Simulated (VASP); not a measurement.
# SiO2 (P4_12_12) in VASP: single point with r2SCAN

Aim: the single point of SiO2 with r2SCAN.

All numbers are computed with VASP 6.6.1; they aren't measurements. Logs are shortened: lines on timing, memory, paths and dates and some standing lists are left out, and cuts for length are marked.

## 1. The cell of the first run

It takes space group P4_12_12 (No. 92, tetragonal). Conventional cell: a = 4.982 Å, b = 4.982 Å, c = 6.920 Å, α = 90.00°, β = 90.00°, γ = 90.00°. Si (site symmetry 2) has 4 O at 1.61 Å within 2.1 Å. Within 2.1 Å of O (site symmetry 1) lie 2 Si at 1.61 Å.

## 2. Single point, r2SCAN

POSCAR reads:

```
SiO2
1.0
    4.9822574974      0.0000000000      0.0000000000
    0.0000000000      4.9822574974      0.0000000000
    0.0000000000      0.0000000000      6.9200765903
Si O
4 8
Direct
    0.3021371683      0.3021371683      0.0000000000
    0.1978628317      0.8021371683      0.2500000000
    0.6978628317      0.6978628317      0.5000000000
    0.8021371683      0.1978628317      0.7500000000
    0.2382855102      0.1086328768      0.1811414719
    0.3913671232      0.7382855102      0.4311414719
    0.7617144898      0.8913671232      0.6811414719
    0.6086328768      0.2617144898      0.9311414719
    0.7382855102      0.3913671232      0.5688585281
    0.8913671232      0.7617144898      0.3188585281
    0.2617144898      0.6086328768      0.0688585281
    0.1086328768      0.2382855102      0.8188585281
```

INCAR.step1 reads:

```
SYSTEM = SiO2
PREC = Accurate
ENCUT = 520
ISMEAR = 0
SIGMA = 0.01
LREAL = .False.
LASPH = .True.
NELM = 100
NBANDS = 44
GGA = PE
ALGO = Normal
EDIFF = 1E-4
LWAVE = .True.
LCHARG = .False.
```

INCAR.step2 reads:

```
SYSTEM = SiO2
PREC = Accurate
ENCUT = 520
EDIFF = 1E-6
ISMEAR = 0
SIGMA = 0.01
LREAL = .False.
LASPH = .True.
NELM = 100
ALGO = Normal
ISIF = 2
LWAVE = .False.
LCHARG = .False.
METAGGA = R2SCAN
LMIXTAU = .True.
NBANDS = 44
ISTART = 1
```

KPOINTS reads:

```
Automatic mesh
0
Gamma
  4 4 3
  0 0 0
```

Potentials or basis: VASP PAW PBE potentials, release 64 (Si, O).

Command:

```
cat potpaw_PBE.64/Si/POTCAR potpaw_PBE.64/O/POTCAR > POTCAR
cp INCAR.step1 INCAR
mpirun -np 1 vasp_std > vasp.out
cp INCAR.step2 INCAR
mpirun -np 1 vasp_std > vasp.out
```

OUTCAR:

```text
SYSTEM = SiO2
   PREC = Accurate
   ENCUT = 520
   EDIFF = 1E-6
   ISMEAR = 0
   LREAL = .False.
   LASPH = .True.
   NELM = 100
   ISIF = 2
   METAGGA = R2SCAN
   ISTART = 1

 ion  position               nearest neighbor table
   1  0.302  0.302  0.000-   8 1.61  11 1.61   5 1.61  12 1.61   2 3.08   4 3.08   2 3.08   4 3.08

   2  0.198  0.802  0.250-   5 1.61  10 1.61   6 1.61  11 1.61   1 3.08   3 3.08   1 3.08   3 3.08

   3  0.698  0.698  0.500-   6 1.61   9 1.61   7 1.61  10 1.61   2 3.08   4 3.08   4 3.08   2 3.08

   4  0.802  0.198  0.750-   7 1.61  12 1.61   9 1.61   8 1.61   1 3.08   3 3.08   3 3.08   1 3.08

   5  0.238  0.109  0.181-   2 1.61   1 1.61
   6  0.391  0.738  0.431-   3 1.61   2 1.61
   7  0.762  0.891  0.681-   4 1.61   3 1.61
   8  0.609  0.262  0.931-   1 1.61   4 1.61
   9  0.738  0.391  0.569-   3 1.61   4 1.61
  10  0.891  0.762  0.319-   2 1.61   3 1.61
  11  0.262  0.609  0.069-   1 1.61   2 1.61
  12  0.109  0.238  0.819-   4 1.61   1 1.61

  LATTYP: Found a simple tetragonal cell.
 ALAT       =     4.9822574974
 C/A-ratio  =     1.3889439865

  Lattice vectors:

 A1 = (   4.9822574974,   0.0000000000,   0.0000000000)
 A2 = (   0.0000000000,   4.9822574974,   0.0000000000)
 A3 = (   0.0000000000,   0.0000000000,   6.9200765903)

Analysis of symmetry for initial positions (statically):
=====================================================================
 Subroutine PRICEL returns:
 Original cell was already a primitive cell.

 Routine SETGRP: Setting up the symmetry group for a
 simple tetragonal supercell.

 Subroutine GETGRP returns: Found  8 space group operations
 (whereof  2 operations were pure point group operations)
 out of a pool of 16 trial point group operations.

The static configuration has the point symmetry C_2 .
 The point group associated with its full space group is D_4 .

Analysis of symmetry for dynamics (positions and initial velocities):
=====================================================================
 Subroutine PRICEL returns:
 Original cell was already a primitive cell.

 Routine SETGRP: Setting up the symmetry group for a
 simple tetragonal supercell.

 Subroutine GETGRP returns: Found  8 space group operations
 (whereof  2 operations were pure point group operations)
 out of a pool of 16 trial point group operations.

The dynamic configuration has the point symmetry C_2 .
 The point group associated with its full space group is D_4 .

 Subroutine INISYM returns: Found  8 space group operations
 (whereof  2 operations are pure point group operations),
 and found     1 'primitive' translations

----------------------------------------------------------------------------------------

                                     Primitive cell

  volume of cell :     171.7763

  direct lattice vectors                    reciprocal lattice vectors
     4.982257497  0.000000000  0.000000000     0.200712227  0.000000000  0.000000000
     0.000000000  4.982257497  0.000000000     0.000000000  0.200712227  0.000000000
     0.000000000  0.000000000  6.920076590     0.000000000  0.000000000  0.144507071

  length of vectors
     4.982257497  4.982257497  6.920076590     0.200712227  0.200712227  0.144507071

  position of ions in fractional coordinates (direct lattice)
     0.302137168  0.302137168  0.000000000
     0.197862832  0.802137168  0.250000000
     0.697862832  0.697862832  0.500000000
     0.802137168  0.197862832  0.750000000
     0.238285510  0.108632877  0.181141472
     0.391367123  0.738285510  0.431141472
     0.761714490  0.891367123  0.681141472
     0.608632877  0.261714490  0.931141472
     0.738285510  0.391367123  0.568858528
     0.891367123  0.761714490  0.318858528
     0.261714490  0.608632877  0.068858528
     0.108632877  0.238285510  0.818858528

  ion indices of the primitive-cell ions
   primitive index   ion index
                 1           1
                 2           2
                 3           3
                 4           4
                 5           5
                 6           6
                 7           7
                 8           8
                 9           9
                10          10
                11          11
                12          12

----------------------------------------------------------------------------------------

 KPOINTS: Automatic mesh

Automatic generation of k-mesh.
 Grid dimensions read from file:
 generate k-points for:    4    4    3

 Generating k-lattice:

  Cartesian coordinates                     Fractional coordinates (reciprocal lattice)
     0.050178057  0.000000000  0.000000000     0.250000000  0.000000000  0.000000000
     0.000000000  0.050178057  0.000000000     0.000000000  0.250000000  0.000000000
     0.000000000  0.000000000  0.048169024     0.000000000  0.000000000  0.333333333

  Length of vectors
     0.050178057  0.050178057  0.048169024

  Shift w.r.t. Gamma in fractional coordinates (k-lattice)
     0.000000000  0.000000000  0.000000000

 Subroutine IBZKPT returns following result:
 ===========================================

 Found     12 irreducible k-points:

 Following reciprocal coordinates:
            Coordinates               Weight
  0.000000  0.000000  0.000000      1.000000
  0.250000  0.000000  0.000000      4.000000
  0.500000  0.000000  0.000000      2.000000
  0.250000  0.250000  0.000000      4.000000
  0.500000  0.250000  0.000000      4.000000
  0.500000  0.500000  0.000000      1.000000
  0.000000  0.000000  0.333333      2.000000
  0.250000  0.000000  0.333333      8.000000
  0.500000  0.000000  0.333333      4.000000
  0.250000  0.250000  0.333333      8.000000
  0.500000  0.250000  0.333333      8.000000
  0.500000  0.500000  0.333333      2.000000
   k-points           NKPTS =     12   k-points in BZ     NKDIM =     12   number of bands    NBANDS=     44
   number of dos      NEDOS =    301   number of ions     NIONS =     12
   total plane-waves  NPLWV =  86400
   dimension x,y,z NGX =    40 NGY =   40 NGZ =   54
   dimension x,y,z NGXF=    80 NGYF=   80 NGZF=  108
   ions per type =               4   8
   NGX,Y,Z   is equivalent  to a cutoff of  13.35, 13.35, 12.97 a.u.
   NGXF,Y,Z  is equivalent  to a cutoff of  26.69, 26.69, 25.95 a.u.
 SYSTEM =  SiO2
   PREC   = accura    normal or accurate (medium, high low for compatibility)
   ISTART =      1    job   : 0-new  1-cont  2-samecut
   ICHARG =      0    charge: 1-file 2-atom 10-const
   ISPIN  =      1    spin polarized calculation?
   LNONCOLLINEAR =      F non collinear calculations
   LSORBIT =      F    spin-orbit coupling
   LASPH  =      T    aspherical Exc in radial PAW
   ENCUT  =  520.0 eV  38.22 Ry    6.18 a.u.   9.26  9.26 12.87*2*pi/ulx,y,z
   NELM   =    100;   NELMIN=  2; NELMDL=  0     # of ELM steps
   EDIFF  = 0.1E-05   stopping-criterion for ELM
   LREAL  =      F    real-space projection
   EDIFFG = 0.1E-04   stopping-criterion for IOM
   NSW    =      0    number of steps for IOM
   IBRION =     -1    ionic relax: 0-MD 1-quasi-New 2-CG
   NFREE  =      0    steps in history (QN), initial steepest desc. (CG)
   ISIF   =      2    stress and relaxation
   ISYM   =      2    0-nonsym 1-usesym 2-fastsym
   POTIM  = 0.5000    time-step for ionic-motion
   TEBEG  =    0.0;   TEEND  =   0.0 temperature during run
   PSTRESS=    0.0 pullay stress
   NELECT =      64.0000    total number of electrons
   NUPDOWN=      -1.0000    fix difference up-down
   EMIN   =  10.00;   EMAX   =-10.00  energy-range for DOS
   EFERMI =   0.00;   METHOD = LEGACY
   ISMEAR =     0;   SIGMA  =   0.01  broadening in eV -4-tet -1-fermi 0-gaus
   EFERMI_NEDOS =   21; number of points for ismear=-14 and -15
   IALGO  =     38    algorithm
   IMIX   =      4    mixing-type and parameters
     AMIX     =   0.40;   BMIX     =  1.00
     AMIX_MAG =   1.60;   BMIX_MAG =  1.00
  volume/ion in A,a.u.               =      14.31        96.60
  Fermi-wavevector in a.u.,A,eV,Ry     =   1.178005  2.226106 18.880742  1.387695
  Thomas-Fermi vector in A             =   2.314341
   LORBIT       =      0    0 simple, 1 ext, 2 COOP (PROOUT), +10 PAW based schemes
   METAGGA = R2SCAN    functional components
   LHFCALC =     F    Hartree Fock is set to
   AEXX    =    0.0000 exact exchange contribution
   IVDW    =     0    specifies the selected vdW correction
   LEPSILON=     F    determine dielectric tensor
   LRPA    =     F    only Hartree local field effects (RPA)
 non-spin polarized calculation
 Gauss-broadening in eV      SIGMA  =   0.01
  energy-cutoff  :      520.00
  volume of cell :      171.78
 maximum number of plane-waves:      4641
 NGX is ok and might be reduce to    40
   NGX = 19   NGY = 19   NGZ = 25

 number of electron      63.9999966 magnetization

 Free energy of the ion-electron system (eV)
  ---------------------------------------------------
  ext. energy  EPLUGINS =         0.00000000
  ---------------------------------------------------
  free energy    TOTEN  =      -119.16506630 eV

  energy without entropy =     -119.16506630  energy(sigma->0) =     -119.16506630

 E-fermi :  -0.2357     XC(G=0):  -8.8776

 val. band max:       -0.3183060877   @ k =   0.0000   0.0000   0.0000
 cond. band min:       6.0267561823   @ k =   0.0000   0.0000   0.0000
 fundamental gap:      6.3450622700
 Fermi energy:        -0.2357073177

 k-point     1 :       0.0000    0.0000    0.0000
  band No.  band energies     occupation
      1     -20.7672      2.00000
      2     -19.8666      2.00000
      3     -19.8666      2.00000
      4     -18.7337      2.00000
      5     -18.6887      2.00000
      6     -18.6827      2.00000
[... 36 lines left out ...]
     43      11.9936      0.00000
     44      12.2460      0.00000

 k-point     2 :       0.2500    0.0000    0.0000
  band No.  band energies     occupation
      1     -20.6393      2.00000
      2     -19.9958      2.00000
      3     -19.7162      2.00000
      4     -18.8803      2.00000
      5     -18.7410      2.00000
      6     -18.7169      2.00000
[... 36 lines left out ...]
     43      11.8732      0.00000
     44      12.1227      0.00000

 k-point     3 :       0.5000    0.0000    0.0000
  band No.  band energies     occupation
      1     -20.3201      2.00000
      2     -20.3201      2.00000
      3     -19.3243      2.00000
      4     -19.3243      2.00000
      5     -18.7463      2.00000
      6     -18.7463      2.00000
[... 36 lines left out ...]
     43      11.7286      0.00000
     44      11.7286      0.00000

 k-point     4 :       0.2500    0.2500    0.0000
  band No.  band energies     occupation
      1     -20.5088      2.00000
      2     -19.8533      2.00000
      3     -19.8439      2.00000
      4     -19.0481      2.00000
      5     -18.7467      2.00000
      6     -18.7212      2.00000
[... 318 lines left out ...]
     43      11.6309      0.00000
     44      11.9757      0.00000

 k-point    11 :       0.5000    0.2500    0.3333
  band No.  band energies     occupation
      1     -20.1783      2.00000
      2     -20.1783      2.00000
      3     -19.4752      2.00000
      4     -19.4752      2.00000
      5     -18.7419      2.00000
      6     -18.7419      2.00000
[... 36 lines left out ...]
     43      11.9198      0.00000
     44      11.9198      0.00000

 k-point    12 :       0.5000    0.5000    0.3333
  band No.  band energies     occupation
      1     -19.8357      2.00000
      2     -19.8357      2.00000
      3     -19.8262      2.00000
      4     -19.8262      2.00000
      5     -18.7509      2.00000
      6     -18.7509      2.00000
[... 36 lines left out ...]
     43      11.3422      0.00000
     44      11.3422      0.00000

------------------------ aborting loop because EDIFF is reached ----------------------------------------

  FORCE on cell =-STRESS in cart. coord.  units (eV):
  Direction    XX          YY          ZZ          XY          YZ          ZX
  --------------------------------------------------------------------------------------
  -------------------------------------------------------------------------------------
  Total        0.2212302      0.2212302      0.1842104      0.0000000      0.0000000      0.0000000
  in kB        2.0634393      2.0634393      1.7181514      0.0000000      0.0000000      0.0000000
  external PRESSURE =       1.9483433 kB  Pullay stress =       0.0000000 kB

 VOLUME and BASIS-vectors are now :
 -----------------------------------------------------------------------------
  energy-cutoff  :      520.00
  volume of cell :      171.78
      direct lattice vectors                 reciprocal lattice vectors
     4.982257497  0.000000000  0.000000000     0.200712227  0.000000000  0.000000000
     0.000000000  4.982257497  0.000000000     0.000000000  0.200712227  0.000000000
     0.000000000  0.000000000  6.920076590     0.000000000  0.000000000  0.144507071

 POSITION                                       TOTAL-FORCE (eV/Angst)
 -----------------------------------------------------------------------------------
      1.50533      1.50533      0.00000         0.019873      0.019873     -0.000000
      0.98580      3.99645      1.73002        -0.019873      0.019873     -0.000000
      3.47693      3.47693      3.46004        -0.019873     -0.019873     -0.000000
      3.99645      0.98580      5.19006         0.019873     -0.019873     -0.000000
      1.18720      0.54124      1.25351         0.000341      0.001130     -0.001616
      1.94989      3.67833      2.98353        -0.001130      0.000341     -0.001616
      3.79506      4.44102      4.71355        -0.000341     -0.001130     -0.001616
      3.03237      1.30393      6.44357         0.001130     -0.000341     -0.001616
      3.67833      1.94989      3.93654         0.000341     -0.001130      0.001616
      4.44102      3.79506      2.20653        -0.001130     -0.000341      0.001616
      1.30393      3.03237      0.47651        -0.000341      0.001130      0.001616
      0.54124      1.18720      5.66656         0.001130      0.000341      0.001616
 -----------------------------------------------------------------------------------
    total drift:                               -0.000000      0.000000     -0.000000

  FREE ENERGIE OF THE ION-ELECTRON SYSTEM (eV)
  ---------------------------------------------------
  free  energy   TOTEN  =      -119.1650663042 eV

  energy  without entropy=     -119.1650663042  energy(sigma->0) =     -119.16506630
```

Wall time 2.8 min (1 thread of AMD EPYC 9R45 (Zen 5), shared host); peak memory 0.29 GiB.

What came out:

```
Free energy            : -119.1651 eV
Pressure               : 0.2 GPa
Largest force          : 0.028 eV/Å
Band gap on the k mesh : 6.35 eV
```

Forces in eV/Å, atoms in the order of the input:
```
Si   0.020  0.020  0.000
Si  -0.020  0.020  0.000
Si  -0.020 -0.020  0.000
Si   0.020 -0.020  0.000
O    0.000  0.001 -0.002
O   -0.001  0.000 -0.002
O    0.000 -0.001 -0.002
O    0.001  0.000 -0.002
O    0.000 -0.001  0.002
O   -0.001  0.000  0.002
O    0.000  0.001  0.002
O    0.001  0.000  0.002
```

Levels at points of the mesh, in eV from the valence-band top:
```tsv
k point	band 28	band 29	band 30	band 31	band 32	band 33	band 34	band 35	band 36	band 37
(0.00, 0.00, 0.00)	-1.27	-0.69	-0.31	-0.31	0.00	6.35	9.63	9.63	10.11	10.11
(0.50, 0.00, 0.00)	-1.02	-0.65	-0.65	-0.50	-0.50	8.46	8.46	10.04	10.04	10.63
(0.50, 0.50, 0.00)	-1.35	-0.60	-0.60	-0.54	-0.54	9.45	9.45	9.63	9.63	10.60
```

Caveat: the PAW data sets were made with another functional, which shifts forces and pressure a little. r2SCAN opens gaps a little over a GGA but as a rule still falls short of measured ones.
